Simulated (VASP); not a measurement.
# BaTiO3 (P4/mmm) in VASP: notebook

Runs on BaTiO3. Level: PBE. Tasks: electric field gradients.

All numbers are computed with VASP 6.6.1; they aren't measurements. Logs are shortened: lines on timing, memory, paths and dates and some standing lists are left out, and cuts for length are marked.

## (1) The cell of the first run

It takes space group P4/mmm (No. 123, tetragonal). The conventional cell has a = 3.887 Å, b = 3.887 Å, c = 4.007 Å, α = 90.00°, β = 90.00°, γ = 90.00°. Within 3.6 Å of Ba (site symmetry 4/mmm) lie 12 O at 2.75 to 2.79 Å and 8 Ti at 3.40 Å. Ti (site symmetry 4/mmm) has 6 O at 1.94 to 2.00 Å within 2.6 Å. Within 2.6 Å of O (site symmetry mmm) lie 2 Ti at 1.94 Å. Within 2.8 Å of O (site symmetry 4/mmm) lie 2 Ti at 2.00 Å and 4 Ba at 2.75 Å and 8 O at 2.79 Å.

## (2) Electric field gradients, PBE (equal xx and yy strain of -3 %)

INCAR

```
ALGO = Normal
EDIFF = 1E-8
ENCUT = 520
GGA = PE
GGA_COMPAT = False
ISIF = 2
ISMEAR = -1
LASPH = True
LCHARG = False
LEFG = True
LREAL = False
LWAVE = False
NBANDS = 28
NELM = 120
PREC = Accurate
SIGMA = 0.05
```

KPOINTS

```
k-points
0
Gamma
  8 8 8
```

POSCAR

```
BaTiO3
1.0
    3.8870810000      0.0000000000      0.0000000000
    0.0000000000      3.8870810000      0.0000000000
    0.0000000000      0.0000000000      4.0073000000
Ba Ti O
1 1 3
Direct
    0.5000000000      0.5000000000      0.5000000000
    0.0000000000      0.0000000000      0.0000000000
    0.5000000000      0.0000000000      0.0000000000
    0.0000000000      0.5000000000      0.0000000000
    0.0000000000      0.0000000000      0.5000000000
```

Potentials or basis: VASP PAW PBE potentials, release 64 (Ba_sv, Ti_sv, O).

On the command line:

```
$ cat potpaw_PBE.64/Ba_sv/POTCAR potpaw_PBE.64/Ti_sv/POTCAR potpaw_PBE.64/O/POTCAR > POTCAR
$ mpirun -np 1 vasp_std > vasp.out
```

OUTCAR:

```text
EDIFF = 1E-8
   ENCUT = 520
   GGA = PE
   ISIF = 2
   ISMEAR = -1
   LASPH = True
   LREAL = False
   NELM = 120
   PREC = Accurate

 ion  position               nearest neighbor table
   1  0.500  0.500  0.500-   5 2.75   5 2.75   5 2.75   5 2.75   4 2.79   3 2.79   4 2.79   3 2.79
                             4 2.79   3 2.79   4 2.79   3 2.79   2 3.40   2 3.40   2 3.40   2 3.40
   2  0.000  0.000  0.000-   3 1.94   4 1.94   4 1.94   3 1.94   5 2.00   5 2.00   1 3.40   1 3.40
                             1 3.40   1 3.40   1 3.40   1 3.40   1 3.40   1 3.40
   3  0.500  0.000  0.000-   2 1.94   2 1.94   1 2.79   1 2.79   1 2.79   1 2.79
   4  0.000  0.500  0.000-   2 1.94   2 1.94   1 2.79   1 2.79   1 2.79   1 2.79
   5  0.000  0.000  0.500-   2 2.00   2 2.00   1 2.75   1 2.75   1 2.75   1 2.75

  LATTYP: Found a simple tetragonal cell.
 ALAT       =     3.8870810000
 C/A-ratio  =     1.0309278351

  Lattice vectors:

 A1 = (   3.8870810000,   0.0000000000,   0.0000000000)
 A2 = (   0.0000000000,   3.8870810000,   0.0000000000)
 A3 = (   0.0000000000,   0.0000000000,   4.0073000000)

Analysis of symmetry for initial positions (statically):
=====================================================================
 Subroutine PRICEL returns:
 Original cell was already a primitive cell.

 Routine SETGRP: Setting up the symmetry group for a
 simple tetragonal supercell.

 Subroutine GETGRP returns: Found 16 space group operations
 (whereof 16 operations were pure point group operations)
 out of a pool of 16 trial point group operations.

The static configuration has the point symmetry D_4h.

Analysis of symmetry for dynamics (positions and initial velocities):
=====================================================================
 Subroutine PRICEL returns:
 Original cell was already a primitive cell.

 Routine SETGRP: Setting up the symmetry group for a
 simple tetragonal supercell.

 Subroutine GETGRP returns: Found 16 space group operations
 (whereof 16 operations were pure point group operations)
 out of a pool of 16 trial point group operations.

The dynamic configuration has the point symmetry D_4h.

 Subroutine INISYM returns: Found 16 space group operations
 (whereof 16 operations are pure point group operations),
 and found     1 'primitive' translations

----------------------------------------------------------------------------------------

                                     Primitive cell

  volume of cell :      60.5479

  direct lattice vectors                    reciprocal lattice vectors
     3.887081000  0.000000000  0.000000000     0.257262455  0.000000000  0.000000000
     0.000000000  3.887081000  0.000000000     0.000000000  0.257262455  0.000000000
     0.000000000  0.000000000  4.007300000     0.000000000  0.000000000  0.249544581

  length of vectors
     3.887081000  3.887081000  4.007300000     0.257262455  0.257262455  0.249544581

  position of ions in fractional coordinates (direct lattice)
     0.500000000  0.500000000  0.500000000
     0.000000000  0.000000000  0.000000000
     0.500000000  0.000000000  0.000000000
     0.000000000  0.500000000  0.000000000
     0.000000000  0.000000000  0.500000000

  ion indices of the primitive-cell ions
   primitive index   ion index
                 1           1
                 2           2
                 3           3
                 4           4
                 5           5

----------------------------------------------------------------------------------------

 KPOINTS: k-points

Automatic generation of k-mesh.
 Grid dimensions read from file:
 generate k-points for:    8    8    8

 Generating k-lattice:

  Cartesian coordinates                     Fractional coordinates (reciprocal lattice)
     0.032157807  0.000000000  0.000000000     0.125000000  0.000000000  0.000000000
     0.000000000  0.032157807  0.000000000     0.000000000  0.125000000  0.000000000
     0.000000000  0.000000000  0.031193073     0.000000000  0.000000000  0.125000000

  Length of vectors
     0.032157807  0.032157807  0.031193073

  Shift w.r.t. Gamma in fractional coordinates (k-lattice)
     0.000000000  0.000000000  0.000000000

 Subroutine IBZKPT returns following result:
 ===========================================

 Found     75 irreducible k-points:

 Following reciprocal coordinates:
            Coordinates               Weight
  0.000000  0.000000  0.000000      1.000000
  0.125000  0.000000  0.000000      4.000000
  0.250000  0.000000  0.000000      4.000000
  0.375000  0.000000  0.000000      4.000000
  0.500000  0.000000  0.000000      2.000000
  0.125000  0.125000  0.000000      4.000000
[... 16 lines left out ...]
  0.375000  0.125000  0.125000     16.000000
  0.500000  0.125000  0.125000      8.000000
 [... further k-points ...]
   k-points           NKPTS =     75   k-points in BZ     NKDIM =     75   number of bands    NBANDS=     28
   number of dos      NEDOS =    301   number of ions     NIONS =      5
   total plane-waves  NPLWV =  27000
   dimension x,y,z NGX =    30 NGY =   30 NGZ =   30
   dimension x,y,z NGXF=    60 NGYF=   60 NGZF=   60
   ions per type =               1   1   3
   NGX,Y,Z   is equivalent  to a cutoff of  12.83, 12.83, 12.45 a.u.
   NGXF,Y,Z  is equivalent  to a cutoff of  25.66, 25.66, 24.89 a.u.
 SYSTEM =  unknown system
   PREC   = accura    normal or accurate (medium, high low for compatibility)
   ISTART =      0    job   : 0-new  1-cont  2-samecut
   ICHARG =      2    charge: 1-file 2-atom 10-const
   ISPIN  =      1    spin polarized calculation?
   LNONCOLLINEAR =      F non collinear calculations
   LSORBIT =      F    spin-orbit coupling
   LASPH  =      T    aspherical Exc in radial PAW
   ENCUT  =  520.0 eV  38.22 Ry    6.18 a.u.   7.23  7.23  7.45*2*pi/ulx,y,z
   NELM   =    120;   NELMIN=  2; NELMDL= -5     # of ELM steps
   EDIFF  = 0.1E-07   stopping-criterion for ELM
   LREAL  =      F    real-space projection
   EDIFFG = 0.1E-06   stopping-criterion for IOM
   NSW    =      0    number of steps for IOM
   IBRION =     -1    ionic relax: 0-MD 1-quasi-New 2-CG
   NFREE  =      0    steps in history (QN), initial steepest desc. (CG)
   ISIF   =      2    stress and relaxation
   ISYM   =      2    0-nonsym 1-usesym 2-fastsym
   POTIM  = 0.5000    time-step for ionic-motion
   TEBEG  =    0.0;   TEEND  =   0.0 temperature during run
   PSTRESS=    0.0 pullay stress
   NELECT =      40.0000    total number of electrons
   NUPDOWN=      -1.0000    fix difference up-down
   EMIN   =  10.00;   EMAX   =-10.00  energy-range for DOS
   EFERMI =   0.00;   METHOD = LEGACY
   ISMEAR =    -1;   SIGMA  =   0.05  broadening in eV -4-tet -1-fermi 0-gaus
   EFERMI_NEDOS =   21; number of points for ismear=-14 and -15
   IALGO  =     38    algorithm
   IMIX   =      4    mixing-type and parameters
     AMIX     =   0.40;   BMIX     =  1.00
     AMIX_MAG =   1.60;   BMIX_MAG =  1.00
  volume/ion in A,a.u.               =      12.11        81.72
  Fermi-wavevector in a.u.,A,eV,Ry     =   1.425811  2.694391 27.659769  2.032936
  Thomas-Fermi vector in A             =   2.546155
   LORBIT       =      0    0 simple, 1 ext, 2 COOP (PROOUT), +10 PAW based schemes
   GGA     = PE    functional components
   LHFCALC =     F    Hartree Fock is set to
   AEXX    =    0.0000 exact exchange contribution
   IVDW    =     0    specifies the selected vdW correction
   LEPSILON=     F    determine dielectric tensor
   LRPA    =     F    only Hartree local field effects (RPA)
 non-spin polarized calculation
  energy-cutoff  :      520.00
  volume of cell :       60.55
 maximum number of plane-waves:      1652
 NGX is ok and might be reduce to    30
   NGX = 15   NGY = 15   NGZ = 15

 number of electron      40.0000003 magnetization

 Free energy of the ion-electron system (eV)
  ---------------------------------------------------
  ext. energy  EPLUGINS =         0.00000000
  ---------------------------------------------------
  free energy    TOTEN  =       -39.72356174 eV

  energy without entropy =      -39.72356174  energy(sigma->0) =      -39.72356174

 E-fermi :   5.2374     XC(G=0): -11.5648

 val. band max:        4.3395745633   @ k =   0.5000   0.5000   0.5000
 cond. band min:       6.1281029252   @ k =   0.0000   0.0000   0.0000
 fundamental gap:      1.7885283619
 Fermi energy:         5.2373960556

 k-point     1 :       0.0000    0.0000    0.0000
  band No.  band energies     occupation
      1     -52.0998      2.00000
      2     -28.3527      2.00000
      3     -28.3527      2.00000
      4     -28.3335      2.00000
      5     -20.4069      2.00000
      6     -12.7572      2.00000
[... 20 lines left out ...]
     27       9.5713      0.00000
     28      12.3377      0.00000

 k-point     2 :       0.1250    0.0000    0.0000
  band No.  band energies     occupation
      1     -52.0995      2.00000
      2     -28.3644      2.00000
      3     -28.3522      2.00000
      4     -28.3330      2.00000
      5     -20.3821      2.00000
      6     -12.7571      2.00000
[... 20 lines left out ...]
     27       9.9079      0.00000
     28      12.7365      0.00000

 k-point     3 :       0.2500    0.0000    0.0000
  band No.  band energies     occupation
      1     -52.0989      2.00000
      2     -28.3925      2.00000
      3     -28.3511      2.00000
      4     -28.3319      2.00000
      5     -20.3210      2.00000
      6     -12.8378      2.00000
[... 616 lines left out ...]
      3     -28.3611      2.00000
      4     -28.3381      2.00000
      5     -20.2288      2.00000
      6     -12.8362      2.00000
[... 20 lines left out ...]
     27      12.1633      0.00000
     28      13.2209      0.00000

 k-point    24 :       0.5000    0.1250    0.1250
  band No.  band energies     occupation
      1     -52.0977      2.00000
      2     -28.4304      2.00000
      3     -28.3606      2.00000
      4     -28.3376      2.00000
      5     -20.2049      2.00000
      6     -12.8855      2.00000
[... 20 lines left out ...]
     27      12.5672      0.00000
     28      13.3761      0.00000

 [... further k-points ...]

------------------------ aborting loop because EDIFF is reached ----------------------------------------

  FORCE on cell =-STRESS in cart. coord.  units (eV):
  Direction    XX          YY          ZZ          XY          YZ          ZX
  --------------------------------------------------------------------------------------
  -------------------------------------------------------------------------------------
  Total        6.9188339      6.9188339      4.0630311      0.0000000     -0.0000000      0.0000000
  in kB      183.0814945    183.0814945    107.5131767      0.0000000     -0.0000000      0.0000000
  external PRESSURE =     157.8920552 kB  Pullay stress =       0.0000000 kB

 VOLUME and BASIS-vectors are now :
 -----------------------------------------------------------------------------
  energy-cutoff  :      520.00
  volume of cell :       60.55
      direct lattice vectors                 reciprocal lattice vectors
     3.887081000  0.000000000  0.000000000     0.257262455  0.000000000  0.000000000
     0.000000000  3.887081000  0.000000000     0.000000000  0.257262455  0.000000000
     0.000000000  0.000000000  4.007300000     0.000000000  0.000000000  0.249544581

 POSITION                                       TOTAL-FORCE (eV/Angst)
 -----------------------------------------------------------------------------------
      1.94354      1.94354      2.00365         0.000000      0.000000      0.000000
      0.00000      0.00000      0.00000         0.000000      0.000000      0.000000
      1.94354      0.00000      0.00000         0.000000      0.000000      0.000000
      0.00000      1.94354      0.00000         0.000000      0.000000      0.000000
      0.00000      0.00000      2.00365         0.000000      0.000000      0.000000
 -----------------------------------------------------------------------------------
    total drift:                                0.000000     -0.000000      0.000000

  FREE ENERGIE OF THE ION-ELECTRON SYSTEM (eV)
  ---------------------------------------------------
  free  energy   TOTEN  =       -39.7235617401 eV

  energy  without entropy=      -39.7235617392  energy(sigma->0) =      -39.72356174

 Electric field gradients (V/A^2)
---------------------------------------------------------------------
 ion       V_xx      V_yy      V_zz      V_xy      V_xz      V_yz
---------------------------------------------------------------------
   1      -3.738    -3.738     7.475     0.000    -0.000    -0.000
   2     -14.270   -14.270    28.540     0.000     0.000     0.000
   3      14.661   -12.556    -2.104    -0.000    -0.000     0.000
   4     -12.556    14.661    -2.104    -0.000     0.000    -0.000
   5     -14.784   -14.784    29.567     0.000     0.000     0.000
---------------------------------------------------------------------

 Electric field gradients after diagonalization (V/A^2)
 (convention: |V_zz| > |V_xx| > |V_yy|)
----------------------------------------------------------------------
 ion       V_xx      V_yy      V_zz     asymmetry (V_yy - V_xx)/ V_zz
----------------------------------------------------------------------
   1      -3.738    -3.738     7.475       0.000
   2     -14.270   -14.270    28.540       0.000
   3     -12.556    -2.104    14.661       0.713
   4     -12.556    -2.104    14.661       0.713
   5     -14.784   -14.784    29.567       0.000
----------------------------------------------------------------------

           NMR quadrupolar parameters

 Cq : quadrupolar parameter    Cq=e*Q*V_zz/h
 eta: asymmetry parameters     (V_yy - V_xx)/ V_zz
 Q  : nuclear electric quadrupole moment in mb (millibarn)
----------------------------------------------------------------------
 ion       Cq(MHz)       eta       Q (mb)
----------------------------------------------------------------------
   1       0.018       0.000       1.000
   2       0.069       0.000       1.000
   3       0.035       0.713       1.000
   4       0.035       0.713       1.000
   5       0.071       0.000       1.000
----------------------------------------------------------------------
```

Wall time 3.3 min (1 thread of Intel Xeon 8259CL, shared host); peak memory 0.26 GiB.

What came out:

```yaml
Free_energy: -39.7236 eV
Pressure: 15.8 GPa
Band_gap_on_the_k_mesh: 1.79 eV (least direct gap 1.91 eV)
Largest_electric_field_gradient_by_atom: Ba +7.5; Ti +28.5; O +14.7, +29.6 (each value once) V/Å²
```

Levels at points of the mesh, in eV from the valence-band top:
```
           k point  band 18  band 19  band 20  band 21  band 22  band 23
(0.00, 0.00, 0.00)    -0.17    -0.12    -0.12     1.79     1.79     1.85
(0.50, 0.00, 0.00)    -2.02    -0.79    -0.75     1.99     3.82     3.83
(0.50, 0.50, 0.00)    -0.70    -0.70    -0.08     3.83     3.83     4.30
(0.00, 0.00, 0.50)    -1.71    -0.73    -0.73     2.01     3.55     3.55
(0.50, 0.00, 0.50)    -0.98    -0.97    -0.20     3.56     3.84     4.14
(0.50, 0.50, 0.50)    -0.06    -0.06     0.00     4.44     4.44     4.58
```

Electric field gradients, principal values (V/Å²):
```tsv
atom	least	middle	greatest (by size)
1 Ba	-3.738	-3.738	7.475
2 Ti	-14.270	-14.270	28.540
3 O	-2.104	-12.556	14.661
4 O	-2.104	-12.556	14.661
5 O	-14.784	-14.784	29.567
```

Caveat: the cell differs from its parent crystal (equal xx and yy strain of -3 %); the cell stands under pressure; without QUAD_EFG the Cq values of the log hold for a quadrupole moment of 1 mb, not for the nuclei; spin-orbit coupling is left out, which moves the levels of the heavy elements.

(Part 1 of 3 ends here.)
